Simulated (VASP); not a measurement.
# Zr (P6_3/mmc) in VASP: further runs

Runs on Zr. Level: PBE. Tasks: relaxation of cell and atoms, single point.

Program: VASP 6.6.1. These are calculated values, not measurements. Logs are shortened: lines on timing, memory, paths and dates and some standing lists are left out, and cuts for length are marked.

## (1) The cell of the first run

The structure is hexagonal, space group P6_3/mmc (No. 194). The conventional cell has a = 3.219 Å, b = 3.219 Å, c = 5.215 Å, α = 90.00°, β = 90.00°, γ = 120.00°. Zr (site symmetry -6m2) has 12 Zr at 3.20 to 3.22 Å within 4.2 Å.

## (2) Relaxation of cell and atoms, PBE

Contents of INCAR:

```
SYSTEM = Zr
PREC     = Accurate       ! precision mode
ENCUT    = 600            ! plane-wave cutoff, eV
EDIFF    = 1E-6           ! SCF threshold, eV
ISMEAR   = -1             ! smearing method
SIGMA    = 0.05           ! smearing width, eV
LREAL    = .FALSE.        ! projectors in reciprocal space
LASPH    = .TRUE.         ! aspherical terms in the spheres
NELM     = 100            ! most SCF steps
ALGO     = Normal         ! electronic algorithm
ISIF     = 3              ! what is computed and relaxed
LWAVE    = .FALSE.        ! write WAVECAR
LCHARG   = .FALSE.        ! write CHGCAR
GGA      = PE             ! functional
IBRION   = 2              ! ionic algorithm
NSW      = 60             ! ionic steps
EDIFFG   = -0.005         ! ionic threshold
```

Contents of KPOINTS:

```
regular mesh
0
G
  16 16 9
  0 0 0
```

Contents of POSCAR:

```
Zr
1.0
    3.2191838095      0.0000000000      0.0000000000
   -1.6095919048      2.7878949585      0.0000000000
    0.0000000000      0.0000000000      5.2150777714
Zr
2
Direct
    0.3333333333      0.6666666667      0.2500000000
    0.6666666667      0.3333333333      0.7500000000
```

Potentials or basis: VASP PAW PBE potentials, release 64 (Zr_sv).

On the command line:

```
cat potpaw_PBE.64/Zr_sv/POTCAR > POTCAR
mpirun -np 1 vasp_std > vasp.out
```

OUTCAR:

```text
SYSTEM = Zr
   PREC = Accurate
   ENCUT = 600
   EDIFF = 1E-6
   ISMEAR = -1
   LREAL = .FALSE.
   LASPH = .TRUE.
   NELM = 100
   ISIF = 3
   GGA = PE
   IBRION = 2
   NSW = 60
   EDIFFG = -0.005

 ion  position               nearest neighbor table
   1  0.333  0.667  0.250-   2 3.20   2 3.20   2 3.20   2 3.20   2 3.20   2 3.20
   2  0.667  0.333  0.750-   1 3.20   1 3.20   1 3.20   1 3.20   1 3.20   1 3.20

  LATTYP: Found a hexagonal cell.
 ALAT       =     3.2191838095
 C/A-ratio  =     1.6200000000

  Lattice vectors:

 A1 = (   3.2191838095,   0.0000000000,   0.0000000000)
 A2 = (  -1.6095919048,   2.7878949585,   0.0000000000)
 A3 = (   0.0000000000,   0.0000000000,   5.2150777714)

Analysis of symmetry for initial positions (statically):
=====================================================================
 Subroutine PRICEL returns:
 Original cell was already a primitive cell.

 Routine SETGRP: Setting up the symmetry group for a
 hexagonal supercell.

 Subroutine GETGRP returns: Found 24 space group operations
 (whereof 12 operations were pure point group operations)
 out of a pool of 24 trial point group operations.

The static configuration has the point symmetry D_3d.
 The point group associated with its full space group is D_6h.

Analysis of symmetry for dynamics (positions and initial velocities):
=====================================================================
 Subroutine PRICEL returns:
 Original cell was already a primitive cell.

 Routine SETGRP: Setting up the symmetry group for a
 hexagonal supercell.

 Subroutine GETGRP returns: Found 24 space group operations
 (whereof 12 operations were pure point group operations)
 out of a pool of 24 trial point group operations.

The dynamic configuration has the point symmetry D_3d.
 The point group associated with its full space group is D_6h.

 Subroutine INISYM returns: Found 24 space group operations
 (whereof 12 operations are pure point group operations),
 and found     1 'primitive' translations

----------------------------------------------------------------------------------------

                                     Primitive cell

  volume of cell :      46.8040

  direct lattice vectors                    reciprocal lattice vectors
     3.219183810  0.000000000  0.000000000     0.310637745  0.179346786  0.000000000
    -1.609591905  2.787894958  0.000000000     0.000000000  0.358693572  0.000000000
     0.000000000  0.000000000  5.215077771     0.000000000  0.000000000  0.191751695

  length of vectors
     3.219183810  3.219183810  5.215077771     0.358693572  0.358693572  0.191751695

  position of ions in fractional coordinates (direct lattice)
     0.333333333  0.666666667  0.250000000
     0.666666667  0.333333333  0.750000000

  ion indices of the primitive-cell ions
   primitive index   ion index
                 1           1
                 2           2

----------------------------------------------------------------------------------------

 KPOINTS: regular mesh

Automatic generation of k-mesh.
 Grid dimensions read from file:
 generate k-points for:   16   16    9

 Generating k-lattice:

  Cartesian coordinates                     Fractional coordinates (reciprocal lattice)
     0.019414859  0.011209174  0.000000000     0.062500000  0.000000000  0.000000000
     0.000000000  0.022418348  0.000000000     0.000000000  0.062500000  0.000000000
     0.000000000  0.000000000  0.021305744     0.000000000  0.000000000  0.111111111

  Length of vectors
     0.022418348  0.022418348  0.021305744

  Shift w.r.t. Gamma in fractional coordinates (k-lattice)
     0.000000000  0.000000000  0.000000000

 Subroutine IBZKPT returns following result:
 ===========================================

 Found    150 irreducible k-points:

 Following reciprocal coordinates:
            Coordinates               Weight
  0.000000  0.000000  0.000000      1.000000
  0.062500  0.000000  0.000000      6.000000
  0.125000  0.000000  0.000000      6.000000
  0.187500 -0.000000  0.000000      6.000000
  0.250000  0.000000  0.000000      6.000000
  0.312500  0.000000  0.000000      6.000000
[... 16 lines left out ...]
  0.187500  0.187500  0.000000      6.000000
  0.250000  0.187500  0.000000     12.000000
 [... further k-points ...]
   k-points           NKPTS =    150   k-points in BZ     NKDIM =    150   number of bands    NBANDS=     16
   number of dos      NEDOS =    301   number of ions     NIONS =      2
   total plane-waves  NPLWV =  32928
   dimension x,y,z NGX =    28 NGY =   28 NGZ =   42
   dimension x,y,z NGXF=    56 NGYF=   56 NGZF=   84
   ions per type =               2
   NGX,Y,Z   is equivalent  to a cutoff of  14.46, 14.46, 13.39 a.u.
   NGXF,Y,Z  is equivalent  to a cutoff of  28.92, 28.92, 26.78 a.u.
 SYSTEM =  Zr
   PREC   = accura    normal or accurate (medium, high low for compatibility)
   ISTART =      0    job   : 0-new  1-cont  2-samecut
   ICHARG =      2    charge: 1-file 2-atom 10-const
   ISPIN  =      1    spin polarized calculation?
   LNONCOLLINEAR =      F non collinear calculations
   LSORBIT =      F    spin-orbit coupling
   LASPH  =      T    aspherical Exc in radial PAW
   ENCUT  =  600.0 eV  44.10 Ry    6.64 a.u.   6.43  6.43 10.42*2*pi/ulx,y,z
   NELM   =    100;   NELMIN=  2; NELMDL= -5     # of ELM steps
   EDIFF  = 0.1E-05   stopping-criterion for ELM
   LREAL  =      F    real-space projection
   EDIFFG = -.5E-02   stopping-criterion for IOM
   NSW    =     60    number of steps for IOM
   IBRION =      2    ionic relax: 0-MD 1-quasi-New 2-CG
   NFREE  =      1    steps in history (QN), initial steepest desc. (CG)
   ISIF   =      3    stress and relaxation
   ISYM   =      2    0-nonsym 1-usesym 2-fastsym
   POTIM  = 0.5000    time-step for ionic-motion
   TEBEG  =    0.0;   TEEND  =   0.0 temperature during run
   PSTRESS=    0.0 pullay stress
   NELECT =      24.0000    total number of electrons
   NUPDOWN=      -1.0000    fix difference up-down
   EMIN   =  10.00;   EMAX   =-10.00  energy-range for DOS
   EFERMI =   0.00;   METHOD = LEGACY
   ISMEAR =    -1;   SIGMA  =   0.05  broadening in eV -4-tet -1-fermi 0-gaus
   EFERMI_NEDOS =   21; number of points for ismear=-14 and -15
   IALGO  =     38    algorithm
   IMIX   =      4    mixing-type and parameters
     AMIX     =   0.40;   BMIX     =  1.00
     AMIX_MAG =   1.60;   BMIX_MAG =  1.00
  volume/ion in A,a.u.               =      23.40       157.92
  Fermi-wavevector in a.u.,A,eV,Ry     =   1.310341  2.476185 23.361107  1.716993
  Thomas-Fermi vector in A             =   2.440878
   LORBIT       =      0    0 simple, 1 ext, 2 COOP (PROOUT), +10 PAW based schemes
   GGA     = PE    functional components
   LHFCALC =     F    Hartree Fock is set to
   AEXX    =    0.0000 exact exchange contribution
   IVDW    =     0    specifies the selected vdW correction
   LEPSILON=     F    determine dielectric tensor
   LRPA    =     F    only Hartree local field effects (RPA)
 conjugate gradient relaxation of ions
 non-spin polarized calculation
  energy-cutoff  :      600.00
  volume of cell :       46.80
 maximum number of plane-waves:      1587
 NGX is ok and might be reduce to    28
   NGX = 13   NGY = 13   NGZ = 21

--------------------------------------- Ionic step        1  -------------------------------------------

 number of electron      24.0000000 magnetization

 Free energy of the ion-electron system (eV)
  ---------------------------------------------------
  ext. energy  EPLUGINS =         0.00000000
  ---------------------------------------------------
  free energy    TOTEN  =       -17.04841724 eV

  energy without entropy =      -17.03200970  energy(sigma->0) =      -17.04021347

------------------------ aborting loop because EDIFF is reached ----------------------------------------

  FORCE on cell =-STRESS in cart. coord.  units (eV):
  Direction    XX          YY          ZZ          XY          YZ          ZX
  --------------------------------------------------------------------------------------
  -------------------------------------------------------------------------------------
  Total        0.0913366      0.0913366     -0.2501606     -0.0000000     -0.0000000      0.0000000
  in kB        3.1266010      3.1266010     -8.5634047     -0.0000000     -0.0000000      0.0000000
  external PRESSURE =      -0.7700676 kB  Pullay stress =       0.0000000 kB
[... 129 lines left out ...]
  energy  without entropy=      -17.0339229245  energy(sigma->0) =      -17.04186532

--------------------------------------- Ionic step        5  -------------------------------------------

 number of electron      24.0000000 magnetization

 Free energy of the ion-electron system (eV)
  ---------------------------------------------------
  ext. energy  EPLUGINS =         0.00000000
  ---------------------------------------------------
  free energy    TOTEN  =       -17.04987141 eV

  energy without entropy =      -17.03396970  energy(sigma->0) =      -17.04192056

 E-fermi :   8.9365     XC(G=0): -11.0598

 val. band max:        8.9350733158   @ k =   0.1875   0.1875   0.4444
 cond. band min:       8.9367625563   @ k =   0.2500   0.1875   0.4444
 fundamental gap:      0.0016892405
 Fermi energy:         8.9365357282

 k-point     1 :       0.0000    0.0000    0.0000
  band No.  band energies     occupation
      1     -39.9092      2.00000
      2     -39.7605      2.00000
      3     -18.4195      2.00000
      4     -17.5627      2.00000
      5     -17.5627      2.00000
      6     -17.4380      2.00000
[... 8 lines left out ...]
     15      10.4859      0.00000
     16      10.4859      0.00000
[... 420 lines left out ...]
  band No.  band energies     occupation
      1     -39.7954      2.00000
      2     -39.7267      2.00000
      3     -18.0735      2.00000
      4     -18.0711      2.00000
      5     -18.0063      2.00000
      6     -17.7710      2.00000
[... 8 lines left out ...]
     15      10.0268      0.00000
     16      11.9439      0.00000

 [... further k-points ...]
[... 5 lines left out ...]
  --------------------------------------------------------------------------------------
  -------------------------------------------------------------------------------------
  Total        0.0006076      0.0006076     -0.0013657     -0.0000000      0.0000000      0.0000000
  in kB        0.0208041      0.0208041     -0.0467597     -0.0000000      0.0000000      0.0000000
  external PRESSURE =      -0.0017172 kB  Pullay stress =       0.0000000 kB
[... 17 lines left out ...]
  FREE ENERGIE OF THE ION-ELECTRON SYSTEM (eV)
  ---------------------------------------------------
  free  energy   TOTEN  =       -17.0498714136 eV

  energy  without entropy=      -17.0339697041  energy(sigma->0) =      -17.04192056

 reached required accuracy - stopping structural energy minimisation
```

Wall time 6.5 min (1 thread of Intel Xeon 6975P-C, shared host); peak memory 0.27 GiB.

What came out:

```
Free energy                            : -17.0499 eV
Relaxed volume                         : 23.40 Å³/atom
Relaxed cell                           : a = 3.232 Å, b = 3.232 Å, c = 5.171 Å, α = 90.00°, β = 90.00°, γ = 120.00°
Space group after relaxing (to 0.05 Å) : P6_3/mmc (No. 194)
Energy gained by relaxing              : 0.7 meV/atom
Ionic steps                            : 5
Pressure after relaxing                : 0.0 GPa
Band gap on the k mesh                 : zero (band 12 reaches 9.83 eV, above the bottom of band 13 at 8.74 eV)
```

The path:
| step | energy change (eV) | largest force (eV/Å) | pressure (GPa) | volume (Å³) |
| --- | --- | --- | --- | --- |
| 1 | 0.0000 | 0.0000 | -0.08 | 46.80 |
| 2 | -0.0013 | 0.0000 | 0.10 | 46.73 |
| 3 | -0.0014 | 0.0000 | 0.19 | 46.69 |
| 4 | -0.0014 | 0.0000 | -0.20 | 46.89 |
| 5 | -0.0015 | 0.0000 | 0.00 | 46.79 |

Final structure:
```yaml
crystal:
  lattice:
    - [3.23250, 0.00000, 0.00000]
    - [-1.61625, 2.79943, 0.00000]
    - [0.00000, 0.00000, 5.17115]
  atoms:
    - { symbol: Zr, position: [0.33333, 0.66667, 0.25000] }
    - { symbol: Zr, position: [0.66667, 0.33333, 0.75000] }
```

## (3) Single point, PBE

This run uses another cell than the first one, of 15.86 Å³/atom, 0.678 times its volume.

Contents of INCAR:

```
SYSTEM = Zr
ALGO = Normal ; EDIFF = 1E-7
ENCUT = 520 ; GGA = PE
ISIF = 2 ; ISMEAR = -1
LASPH = .TRUE. ; LCHARG = .FALSE.
LREAL = .FALSE. ; LWAVE = .FALSE.
NBANDS = 19 ; NELM = 80
PREC = Accurate ; SIGMA = 0.05
```

Contents of KPOINTS:

```
k-points
0
G
  16 16 9
  0 0 0
```

Contents of POSCAR:

```
Zr
1.0
    2.7470995768      0.0000000000      0.0000000000
   -1.3735497884      2.3790580203      0.0000000000
    0.0000000000      0.0000000000      4.8530354888
Zr
2
Direct
    0.3333333333      0.6666666667      0.2500000000
    0.6666666667      0.3333333333      0.7500000000
```

Potentials or basis: VASP PAW PBE potentials, release 64 (Zr_sv).

On the command line:

```
cat potpaw_PBE.64/Zr_sv/POTCAR > POTCAR
mpirun -np 1 vasp_std > vasp.out
```

Wall time 70 s (1 thread of Intel Xeon 6975P-C, shared host); peak memory 0.19 GiB.

The run converged. Its results:

```
Free energy            : -14.7090 eV
Pressure               : 64.2 GPa
Band gap on the k mesh : zero (band 12 reaches 14.98 eV, above the bottom of band 13 at 13.42 eV)
```

Stress tensor (GPa, compression positive):
```
64.31  0.00  0.00
 0.00 64.31  0.00
 0.00  0.00 64.04
```

Levels at points of the mesh, in eV from the Fermi level:
| k point | band 8 | band 9 | band 10 | band 11 | band 12 | band 13 | band 14 | band 15 | band 16 | band 17 |
| --- | --- | --- | --- | --- | --- | --- | --- | --- | --- | --- |
| (0.00, 0.00, 0.00) | -24.72 | -5.64 | -3.74 | -0.13 | 1.14 | 1.14 | 1.93 | 1.93 | 2.62 | 4.08 |
| (0.50, 0.00, 0.00) | -25.23 | -4.12 | -3.69 | -3.13 | 0.50 | 1.34 | 1.71 | 1.78 | 7.64 | 8.58 |

## (4) Single point, PBE

This run uses another cell than the first one, of 15.86 Å³/atom, 0.678 times its volume.

Contents of INCAR:

```
SYSTEM = Zr
PREC = Accurate
ENCUT = 520
EDIFF = 1E-6
ISMEAR = -1
SIGMA = 0.05
LREAL = .FALSE.
LASPH = .TRUE.
NELM = 100
ALGO = Normal
ISIF = 2
LWAVE = .FALSE.
LCHARG = .TRUE.
GGA = PE
LELF = .TRUE.
LVHAR = .TRUE.
NBANDS = 19
```

Contents of KPOINTS:

```
Automatic mesh
0
G
  16 16 9
  0 0 0
```

Contents of POSCAR:

```
Zr
1.0
    2.7472267198      0.0000000000      0.0000000000
   -1.3736133599      2.3791681293      0.0000000000
    0.0000000000      0.0000000000      4.8533080387
Zr
2
Direct
    0.3333333333      0.6666666667      0.2500000000
    0.6666666667      0.3333333333      0.7500000000
```

On the command line:

```
cat potpaw_PBE.64/Zr_sv/POTCAR > POTCAR
mpirun -np 1 vasp_std > vasp.out
```

It took 50 s on 1 thread of Intel Xeon 6975P-C, shared host; peak memory 0.19 GiB.

The run converged. Its results:

```yaml
Free_energy: -14.7109 eV
Pressure: 64.2 GPa
Band_gap_on_the_k_mesh: zero (band 12 reaches 14.98 eV, above the bottom of band 13 at 13.42 eV)
```

Stress tensor (GPa, compression positive):
```
64.24  0.00  0.00
 0.00 64.24  0.00
 0.00  0.00 63.98
```

Levels at points of the mesh, in eV from the Fermi level:
```tsv
k point	band 10	band 11	band 12	band 13	band 14	band 15
(0.00, 0.00, 0.00)	-3.74	-0.13	1.14	1.14	1.93	1.93
(0.50, 0.00, 0.00)	-3.69	-3.13	0.50	1.34	1.71	1.78
```

## (5) Single point, PBE

Contents of INCAR:

```
SYSTEM = Zr
ALGO = Normal ; EDIFF = 1E-6
ENCUT = 520 ; GGA = PE
ISIF = 2 ; ISMEAR = -1
LASPH = .True. ; LCHARG = .True.
LELF = .True. ; LREAL = .False.
LVHAR = .True. ; LWAVE = .False.
NBANDS = 19 ; NELM = 100
PREC = Accurate ; SIGMA = 0.05
```

Contents of KPOINTS:

```
k-points
0
Gamma
  16 16 9
  0 0 0
```

Contents of POSCAR:

```
Zr
1.0
    3.2322443212      0.0000000000      0.0000000000
   -1.6161221606      2.7992056934      0.0000000000
    0.0000000000      0.0000000000      5.1706478563
Zr
2
Direct
    0.3333333333      0.6666666667      0.2500000000
    0.6666666667      0.3333333333      0.7500000000
```

On the command line:

```
cat potpaw_PBE.64/Zr_sv/POTCAR > POTCAR
mpirun -np 1 vasp_std > vasp.out
```

It took 73 s on 1 thread of Intel Xeon 6975P-C, shared host; peak memory 0.24 GiB.

The run converged. Its results:

```
Free energy            : -17.0498 eV
Pressure               : 0.0 GPa
Band gap on the k mesh : zero (band 12 reaches 9.84 eV, above the bottom of band 13 at 8.74 eV)
```

Levels at points of the mesh, in eV from the Fermi level:
```
           k point  band 10  band 11  band 12  band 13  band 14  band 15
(0.00, 0.00, 0.00)    -3.02     0.87     0.87     0.98     1.12     1.55
(0.50, 0.00, 0.00)    -2.50    -2.13    -0.21     0.57     0.76     1.43
```

## (6) Overview

| task | cell | cutoff (eV) | gap on the mesh (eV) | pressure (GPa) |
| --- | --- | --- | --- | --- |
| relaxation of cell and atoms | relaxed from a = 3.219, b = 3.219, c = 5.215 Å, angles 90.0, 90.0, 120.0°, 2 atoms | 600 | none | 0.0 |
| single point | a = 2.747, b = 2.747, c = 4.853 Å, angles 90.0, 90.0, 120.0°, 2 atoms | 520 | none | 64.2 |
| single point | a = 3.232, b = 3.232, c = 5.171 Å, angles 90.0, 90.0, 120.0°, 2 atoms | 520 | none | 0.0 |

Alike in all rows: level PBE; potentials or basis VASP PAW PBE potentials, release 64 (Zr_sv); no spin polarisation; k mesh 16 × 16 × 9; smearing fermi-dirac 0.05 eV.

Total energies depend on the potentials used, so only differences within one code and one set of settings carry meaning.
